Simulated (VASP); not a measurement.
# Ge2Sb2Te (P6/mmm) in VASP: notebook

Runs on Ge2Sb2Te. Level: PBE. Tasks: single point.

Everything below comes from runs of VASP 6.6.1. Logs are shortened: lines on timing, memory, paths and dates and some standing lists are left out, and cuts for length are marked.

**1. The cell of the first run**

The structure is hexagonal, space group P6/mmm (No. 191). The conventional cell has a = 5.090 Å, b = 5.090 Å, c = 8.335 Å, α = 90.00°, β = 90.00°, γ = 120.00°. Within 3.5 Å of Ge (site symmetry 6mm) lie 1 Te at 2.67 Å and 1 Ge at 2.99 Å and 6 Sb at 3.30 Å. Within 3.9 Å of Sb (site symmetry -6m2) lie 3 Sb at 2.94 Å and 6 Ge at 3.30 Å. Within 3.5 Å of Te (site symmetry 6/mmm) lie 2 Ge at 2.67 Å.

**2. Single point, PBE**

INCAR reads:

```
PREC = Accurate ; ENCUT = 500
EDIFF = 1E-6 ; ISMEAR = 0
SIGMA = 0.2 ; LREAL = False
LASPH = True ; NELM = 120
ALGO = Normal ; ISIF = 2
LWAVE = False ; LCHARG = False
GGA = PE ; NBANDS = 30
GGA_COMPAT = False
```

KPOINTS reads:

```
regular mesh
0
Gamma
  4 4 2
```

POSCAR reads:

```
Ge2Sb2Te
1.0
    5.0898585339      0.0000000000      0.0000000000
   -2.5449292670      4.4079467920      0.0000000000
    0.0000000000      0.0000000000      8.3352421366
Ge Sb Te
2 2 1
Direct
    0.0000000000      0.0000000000      0.3207757485
    0.0000000000      0.0000000000      0.6792242515
    0.3333333333      0.6666666667      0.5000000000
    0.6666666667      0.3333333333      0.5000000000
    0.0000000000      0.0000000000      0.0000000000
```

Potentials or basis: VASP PAW PBE potentials, release 64 (Ge_d, Sb, Te).

On the command line:

```console
> cat potpaw_PBE.64/Ge_d/POTCAR potpaw_PBE.64/Sb/POTCAR potpaw_PBE.64/Te/POTCAR > POTCAR
> mpirun -np 1 vasp_std > vasp.out
```

OUTCAR:

```text
PREC = Accurate
   ENCUT = 500
   EDIFF = 1E-6
   ISMEAR = 0
   LREAL = False
   LASPH = True
   NELM = 120
   ISIF = 2
   GGA = PE

 ion  position               nearest neighbor table
   1  0.000  0.000  0.321-   5 2.67   4 3.30   3 3.30   4 3.30   3 3.30   4 3.30   3 3.30
   2  0.000  0.000  0.679-   5 2.67   4 3.30   3 3.30   4 3.30   3 3.30   4 3.30   3 3.30
   3  0.333  0.667  0.500-   4 2.94   4 2.94   4 2.94   1 3.30   2 3.30   2 3.30   1 3.30   2 3.30
                             1 3.30
   4  0.667  0.333  0.500-   3 2.94   3 2.94   3 2.94   1 3.30   2 3.30   1 3.30   2 3.30   1 3.30
                             2 3.30
   5  0.000  0.000  0.000-   1 2.67   2 2.67

  LATTYP: Found a hexagonal cell.
 ALAT       =     5.0898585339
 C/A-ratio  =     1.6376176432

  Lattice vectors:

 A1 = (   5.0898585339,   0.0000000000,   0.0000000000)
 A2 = (  -2.5449292670,   4.4079467920,   0.0000000000)
 A3 = (   0.0000000000,   0.0000000000,   8.3352421366)

Analysis of symmetry for initial positions (statically):
=====================================================================
 Subroutine PRICEL returns:
 Original cell was already a primitive cell.

 Routine SETGRP: Setting up the symmetry group for a
 hexagonal supercell.

 Subroutine GETGRP returns: Found 24 space group operations
 (whereof 24 operations were pure point group operations)
 out of a pool of 24 trial point group operations.

The static configuration has the point symmetry D_6h.

Analysis of symmetry for dynamics (positions and initial velocities):
=====================================================================
 Subroutine PRICEL returns:
 Original cell was already a primitive cell.

 Routine SETGRP: Setting up the symmetry group for a
 hexagonal supercell.

 Subroutine GETGRP returns: Found 24 space group operations
 (whereof 24 operations were pure point group operations)
 out of a pool of 24 trial point group operations.

The dynamic configuration has the point symmetry D_6h.

 Subroutine INISYM returns: Found 24 space group operations
 (whereof 24 operations are pure point group operations),
 and found     1 'primitive' translations

----------------------------------------------------------------------------------------

                                     Primitive cell

  volume of cell :     187.0080

  direct lattice vectors                    reciprocal lattice vectors
     5.089858534  0.000000000  0.000000000     0.196469115  0.113431496  0.000000000
    -2.544929267  4.407946792  0.000000000     0.000000000  0.226862992  0.000000000
     0.000000000  0.000000000  8.335242137     0.000000000  0.000000000  0.119972520

  length of vectors
     5.089858534  5.089858534  8.335242137     0.226862992  0.226862992  0.119972520

  position of ions in fractional coordinates (direct lattice)
     0.000000000  0.000000000  0.320775748
     0.000000000  0.000000000  0.679224252
     0.333333333  0.666666667  0.500000000
     0.666666667  0.333333333  0.500000000
     0.000000000  0.000000000  0.000000000

  ion indices of the primitive-cell ions
   primitive index   ion index
                 1           1
                 2           2
                 3           3
                 4           4
                 5           5

----------------------------------------------------------------------------------------

 KPOINTS: regular mesh

Automatic generation of k-mesh.
 Grid dimensions read from file:
 generate k-points for:    4    4    2

 Generating k-lattice:

  Cartesian coordinates                     Fractional coordinates (reciprocal lattice)
     0.049117279  0.028357874  0.000000000     0.250000000  0.000000000  0.000000000
     0.000000000  0.056715748  0.000000000     0.000000000  0.250000000  0.000000000
     0.000000000  0.000000000  0.059986260     0.000000000  0.000000000  0.500000000

  Length of vectors
     0.056715748  0.056715748  0.059986260

  Shift w.r.t. Gamma in fractional coordinates (k-lattice)
     0.000000000  0.000000000  0.000000000

 Subroutine IBZKPT returns following result:
 ===========================================

 Found      8 irreducible k-points:

 Following reciprocal coordinates:
            Coordinates               Weight
  0.000000  0.000000  0.000000      1.000000
  0.250000  0.000000  0.000000      6.000000
  0.500000  0.000000  0.000000      3.000000
  0.250000  0.250000  0.000000      6.000000
  0.000000  0.000000  0.500000      1.000000
  0.250000  0.000000  0.500000      6.000000
  0.500000  0.000000  0.500000      3.000000
  0.250000  0.250000  0.500000      6.000000
   k-points           NKPTS =      8   k-points in BZ     NKDIM =      8   number of bands    NBANDS=     30
   number of dos      NEDOS =    301   number of ions     NIONS =      5
   total plane-waves  NPLWV = 102400
   dimension x,y,z NGX =    40 NGY =   40 NGZ =   64
   dimension x,y,z NGXF=    80 NGYF=   80 NGZF=  128
   ions per type =               2   2   1
   NGX,Y,Z   is equivalent  to a cutoff of  13.06, 13.06, 12.76 a.u.
   NGXF,Y,Z  is equivalent  to a cutoff of  26.13, 26.13, 25.53 a.u.
 SYSTEM =  unknown system
   PREC   = accura    normal or accurate (medium, high low for compatibility)
   ISTART =      0    job   : 0-new  1-cont  2-samecut
   ICHARG =      2    charge: 1-file 2-atom 10-const
   ISPIN  =      1    spin polarized calculation?
   LNONCOLLINEAR =      F non collinear calculations
   LSORBIT =      F    spin-orbit coupling
   LASPH  =      T    aspherical Exc in radial PAW
   ENCUT  =  500.0 eV  36.75 Ry    6.06 a.u.   9.28  9.28 15.20*2*pi/ulx,y,z
   NELM   =    120;   NELMIN=  2; NELMDL= -5     # of ELM steps
   EDIFF  = 0.1E-05   stopping-criterion for ELM
   LREAL  =      F    real-space projection
   EDIFFG = 0.1E-04   stopping-criterion for IOM
   NSW    =      0    number of steps for IOM
   IBRION =     -1    ionic relax: 0-MD 1-quasi-New 2-CG
   NFREE  =      0    steps in history (QN), initial steepest desc. (CG)
   ISIF   =      2    stress and relaxation
   ISYM   =      2    0-nonsym 1-usesym 2-fastsym
   POTIM  = 0.5000    time-step for ionic-motion
   TEBEG  =    0.0;   TEEND  =   0.0 temperature during run
   PSTRESS=    0.0 pullay stress
   NELECT =      44.0000    total number of electrons
   NUPDOWN=      -1.0000    fix difference up-down
   EMIN   =  10.00;   EMAX   =-10.00  energy-range for DOS
   EFERMI =   0.00;   METHOD = LEGACY
   ISMEAR =     0;   SIGMA  =   0.20  broadening in eV -4-tet -1-fermi 0-gaus
   EFERMI_NEDOS =   21; number of points for ismear=-14 and -15
   IALGO  =     38    algorithm
   IMIX   =      4    mixing-type and parameters
     AMIX     =   0.40;   BMIX     =  1.00
     AMIX_MAG =   1.60;   BMIX_MAG =  1.00
  volume/ion in A,a.u.               =      37.40       252.40
  Fermi-wavevector in a.u.,A,eV,Ry     =   1.010661  1.909873 13.897484  1.021436
  Thomas-Fermi vector in A             =   2.143664
   LORBIT       =      0    0 simple, 1 ext, 2 COOP (PROOUT), +10 PAW based schemes
   GGA     = PE    functional components
   LHFCALC =     F    Hartree Fock is set to
   AEXX    =    0.0000 exact exchange contribution
   IVDW    =     0    specifies the selected vdW correction
   LEPSILON=     F    determine dielectric tensor
   LRPA    =     F    only Hartree local field effects (RPA)
 non-spin polarized calculation
 Gauss-broadening in eV      SIGMA  =   0.20
  energy-cutoff  :      500.00
  volume of cell :      187.01
 maximum number of plane-waves:      4758
 NGX is ok and might be reduce to    40
   NGX = 19   NGY = 19   NGZ = 31

 number of electron      44.0000011 magnetization

 Free energy of the ion-electron system (eV)
  ---------------------------------------------------
  ext. energy  EPLUGINS =         0.00000000
  ---------------------------------------------------
  free energy    TOTEN  =       -18.03477520 eV

  energy without entropy =      -17.96776899  energy(sigma->0) =      -18.00127210

 E-fermi :   3.0118     XC(G=0):  -8.0479

 val. band max:        2.9991359077   @ k =   0.5000   0.0000   0.0000
 cond. band min:       3.1306991983   @ k =   0.0000   0.0000   0.0000
 fundamental gap:      0.1315632906
 Fermi energy:         3.0118377945

 k-point     1 :       0.0000    0.0000    0.0000
  band No.  band energies     occupation
      1     -21.7435      2.00000
      2     -21.7435      2.00000
      3     -21.7415      2.00000
      4     -21.7415      2.00000
      5     -21.6922      2.00000
      6     -21.6857      2.00000
[... 22 lines left out ...]
     29       8.4734      0.00000
     30       8.4747      0.00000

 k-point     2 :       0.2500    0.0000    0.0000
  band No.  band energies     occupation
      1     -21.7435      2.00000
      2     -21.7433      2.00000
      3     -21.7415      2.00000
      4     -21.7413      2.00000
      5     -21.6921      2.00000
      6     -21.6859      2.00000
[... 22 lines left out ...]
     29       7.8953      0.00000
     30       8.0247      0.00000

 k-point     3 :       0.5000    0.0000    0.0000
  band No.  band energies     occupation
      1     -21.7435      2.00000
      2     -21.7431      2.00000
      3     -21.7415      2.00000
      4     -21.7412      2.00000
      5     -21.6921      2.00000
      6     -21.6861      2.00000
[... 22 lines left out ...]
     29       6.5787      0.00000
     30       7.9763      0.00000

 k-point     4 :       0.2500    0.2500    0.0000
  band No.  band energies     occupation
      1     -21.7434      2.00000
      2     -21.7432      2.00000
      3     -21.7415      2.00000
      4     -21.7413      2.00000
      5     -21.6920      2.00000
      6     -21.6860      2.00000
[... 22 lines left out ...]
     29       7.7105      0.00000
     30       8.6804      0.00000

 k-point     5 :       0.0000    0.0000    0.5000
  band No.  band energies     occupation
      1     -21.7434      2.00000
      2     -21.7434      2.00000
      3     -21.7415      2.00000
      4     -21.7415      2.00000
      5     -21.6923      2.00000
      6     -21.6855      2.00000
[... 22 lines left out ...]
     29       7.6360      0.00000
     30       7.6364      0.00000

 k-point     6 :       0.2500    0.0000    0.5000
  band No.  band energies     occupation
      1     -21.7435      2.00000
      2     -21.7433      2.00000
      3     -21.7415      2.00000
      4     -21.7413      2.00000
      5     -21.6922      2.00000
      6     -21.6857      2.00000
[... 22 lines left out ...]
     29       7.1132      0.00000
     30       7.1936      0.00000

 k-point     7 :       0.5000    0.0000    0.5000
  band No.  band energies     occupation
      1     -21.7435      2.00000
      2     -21.7431      2.00000
      3     -21.7415      2.00000
      4     -21.7412      2.00000
      5     -21.6922      2.00000
      6     -21.6859      2.00000
[... 22 lines left out ...]
     29       7.3207      0.00000
     30       7.3566      0.00000

 k-point     8 :       0.2500    0.2500    0.5000
  band No.  band energies     occupation
      1     -21.7434      2.00000
      2     -21.7432      2.00000
      3     -21.7415      2.00000
      4     -21.7413      2.00000
      5     -21.6922      2.00000
      6     -21.6858      2.00000
[... 22 lines left out ...]
     29       7.3626      0.00000
     30       7.4055      0.00000

------------------------ aborting loop because EDIFF is reached ----------------------------------------

  FORCE on cell =-STRESS in cart. coord.  units (eV):
  Direction    XX          YY          ZZ          XY          YZ          ZX
  --------------------------------------------------------------------------------------
  -------------------------------------------------------------------------------------
  Total        0.1052685      0.1052685      0.1221054     -0.0000000     -0.0000000     -0.0000000
  in kB        0.9018800      0.9018800      1.0461286     -0.0000000     -0.0000000     -0.0000000
  external PRESSURE =       0.9499629 kB  Pullay stress =       0.0000000 kB

 VOLUME and BASIS-vectors are now :
 -----------------------------------------------------------------------------
  energy-cutoff  :      500.00
  volume of cell :      187.01
      direct lattice vectors                 reciprocal lattice vectors
     5.089858534  0.000000000  0.000000000     0.196469115  0.113431496  0.000000000
    -2.544929267  4.407946792  0.000000000     0.000000000  0.226862992  0.000000000
     0.000000000  0.000000000  8.335242137     0.000000000  0.000000000  0.119972520

 POSITION                                       TOTAL-FORCE (eV/Angst)
 -----------------------------------------------------------------------------------
      0.00000      0.00000      2.67374         0.000000      0.000000     -0.026279
      0.00000      0.00000      5.66150         0.000000     -0.000000      0.026279
     -0.00000      2.93863      4.16762         0.000000      0.000000      0.000000
      2.54493      1.46932      4.16762        -0.000000      0.000000      0.000000
      0.00000      0.00000      0.00000         0.000000      0.000000      0.000000
 -----------------------------------------------------------------------------------
    total drift:                               -0.000000     -0.000000      0.000000

  FREE ENERGIE OF THE ION-ELECTRON SYSTEM (eV)
  ---------------------------------------------------
  free  energy   TOTEN  =       -18.0347752008 eV

  energy  without entropy=      -17.9677689898  energy(sigma->0) =      -18.00127210
```

Wall time 46 s (1 thread of Intel Xeon 6975P-C, shared host); peak memory 0.32 GiB.

What came out:

- Free energy: -18.0348 eV
- Pressure: 0.1 GPa
- Largest force: 0.026 eV/Å
- Band gap on the k mesh: zero (band 22 reaches 3.68 eV, above the bottom of band 23 at 2.25 eV)

Forces in eV/Å, atoms in the order of the input:
```
Ge   0.000  0.000 -0.026
Ge   0.000  0.000  0.026
Sb   0.000  0.000  0.000
Sb   0.000  0.000  0.000
Te   0.000  0.000  0.000
```

Levels at points of the mesh, in eV from the Fermi level:
```tsv
k point	band 20	band 21	band 22	band 23	band 24	band 25
(0.00, 0.00, 0.00)	-2.23	-0.12	-0.08	-0.08	0.12	0.72
(0.50, 0.00, 0.00)	-1.07	-0.64	-0.01	0.27	1.52	1.66
(0.00, 0.00, 0.50)	-2.11	-1.12	-0.76	-0.76	1.59	1.73
(0.50, 0.00, 0.50)	-0.82	-0.28	0.66	0.83	1.34	1.86
```

Caveat: the k points lie up to 0.38 Å⁻¹ apart; spin-orbit coupling is left out, which moves the levels of the heavy elements.

**3. Single point, PBE**

This run uses another cell than the first one, of 43.62 Å³/atom, 1.166 times its volume.

INCAR reads:

```
SYSTEM = Ge2Sb2Te
PREC = Accurate
ENCUT = 500
EDIFF = 1E-6
ISMEAR = 0
SIGMA = 0.2
LREAL = .False.
LASPH = .True.
NELM = 120
ALGO = Normal
ISIF = 2
LWAVE = .False.
LCHARG = .True.
GGA = PE
LELF = .True.
LVHAR = .True.
NBANDS = 30
GGA_COMPAT = .False.
```

KPOINTS reads:

```
regular mesh
0
Gamma
  4 4 2
  0 0 0
```

POSCAR reads:

```
Ge2Sb2Te
1.0
    5.5402113317      0.0000000000      0.0000000000
   -2.7701056658      4.7979637556      0.0000000000
    0.0000000000      0.0000000000      8.2057114047
Ge Sb Te
2 2 1
Direct
    0.0000000000      0.0000000000      0.8446285141
    0.0000000000      0.0000000000      0.1553714859
    0.3333333333      0.6666666667      0.5000000000
    0.6666666667      0.3333333333      0.5000000000
    0.0000000000      0.0000000000      0.5000000000
```

Potentials or basis: VASP PAW PBE potentials, release 64 (Ge_d, Sb, Te).

On the command line:

```console
> cat potpaw_PBE.64/Ge_d/POTCAR potpaw_PBE.64/Sb/POTCAR potpaw_PBE.64/Te/POTCAR > POTCAR
> mpirun -np 1 vasp_std > vasp.out
```

Run time: 57 s. Hardware: 1 thread of Intel Xeon 6975P-C, shared host; peak memory 0.32 GiB.

It converged, with:

```
Free energy            : -15.4703 eV
Pressure               : 0.4 GPa
Largest force          : 0.021 eV/Å
Band gap on the k mesh : zero (band 22 reaches 2.50 eV, above the bottom of band 23 at 2.05 eV)
```

Forces in eV/Å, atoms in the order of the input:
```
Ge   0.000  0.000 -0.021
Ge   0.000  0.000  0.021
Sb   0.000  0.000  0.000
Sb   0.000  0.000  0.000
Te   0.000  0.000  0.000
```

Stress tensor (GPa, compression positive):
```
0.37 0.00 0.00
0.00 0.37 0.00
0.00 0.00 0.47
```

Levels at points of the mesh, in eV from the Fermi level:
```csv
k point,band 20,band 21,band 22,band 23,band 24,band 25
"(0.00, 0.00, 0.00)",-2.02,-0.32,-0.15,0.34,0.34,1.24
"(0.50, 0.00, 0.00)",-0.49,-0.29,0.04,0.06,0.10,1.26
"(0.00, 0.00, 0.50)",-2.72,-0.91,-0.02,-0.02,1.23,2.29
"(0.50, 0.00, 0.50)",-0.24,-0.18,-0.08,0.40,1.12,1.43
```

Caveat: the k points lie up to 0.38 Å⁻¹ apart; spin-orbit coupling is left out, which moves the levels of the heavy elements.
